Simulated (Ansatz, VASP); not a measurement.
**One calculation of KTaO3, two programs**

The input POSCAR:

```
KTaO3
1.0
    3.9086770089      0.0000000000      0.0000000000
    0.0000000000      3.9086770089      0.0000000000
    0.0000000000      0.0000000000      3.9086770089
K Ta O
1 1 3
Direct
    0.0000000000      0.0000000000      0.0000000000
    0.5000000000      0.5000000000      0.5000000000
    0.5000000000      0.5000000000      0.0000000000
    0.5000000000      0.0000000000      0.5000000000
    0.0000000000      0.5000000000      0.5000000000
```

Contents of INCAR.step1:

```
SYSTEM = KTaO3
PREC = Accurate
ENCUT = 660
ISMEAR = 0
SIGMA = 0.01
LREAL = .FALSE.
LASPH = .TRUE.
NELM = 120
NBANDS = 28
GGA = PE
ALGO = Normal
EDIFF = 1E-5
LWAVE = .TRUE.
LCHARG = .FALSE.
GGA_COMPAT = .FALSE.
```

File INCAR.step2:

```
SYSTEM = KTaO3
PREC = Accurate
ENCUT = 660
EDIFF = 1E-6
ISMEAR = 0
SIGMA = 0.01
LREAL = .FALSE.
LASPH = .TRUE.
NELM = 120
ALGO = Normal
ISIF = 2
LWAVE = .FALSE.
LCHARG = .TRUE.
METAGGA = R2SCAN
LMIXTAU = .TRUE.
LELF = .TRUE.
LVHAR = .TRUE.
NBANDS = 28
ISTART = 1
GGA_COMPAT = .FALSE.
```

KPOINTS

```
regular mesh
0
G
  6 6 6
  0 0 0
```

Input for Ansatz:

```yaml
crystal:
  lattice:
    - [3.9086770089, 0.0, 0.0]
    - [0.0, 3.9086770089, 0.0]
    - [0.0, 0.0, 3.9086770089]
  atoms:
    - { symbol: K, position: [0.0, 0.0, 0.0] }
    - { symbol: Ta, position: [0.5, 0.5, 0.5] }
    - { symbol: O, position: [0.5, 0.5, 0.0] }
    - { symbol: O, position: [0.5, 0.0, 0.5] }
    - { symbol: O, position: [0.0, 0.5, 0.5] }
kpoints:
  mp_grid: { grid: [6, 6, 6] }
hamiltonian:
  xc: r2scan
scf:
  occupations: { method: fixed }
  n_extra_bands: 5
output:
  forces: true
  stress: true
  eigenvalues: true
```

Alike in both runs: task single point; functional r2SCAN; k mesh 6 × 6 × 6; no spin polarisation.

|  | VASP | Ansatz |
| --- | --- | --- |
| version | VASP 6.6.1 | Ansatz 0.2.0 |
| potentials or method | VASP PAW PBE potentials, release 64 (K_sv, Ta_sv_GW, O) | plane waves, PAW |
| plane-wave cutoff (eV) | 660 | 500 |
| occupations | gaussian, width 0.01 eV | fixed |
| valence electrons in the cell | 40 | 40 |

|  | VASP | Ansatz | Ansatz less VASP |
| --- | --- | --- | --- |
| gap on the k mesh at the Fermi level (eV) | 2.77 | 2.78 | +0.013 |
| pressure (GPa) | 15.1 | 14.8 | -0.24 |

VASP's potentials were made for PBE, not for r2SCAN.

Spin-orbit coupling is off throughout.
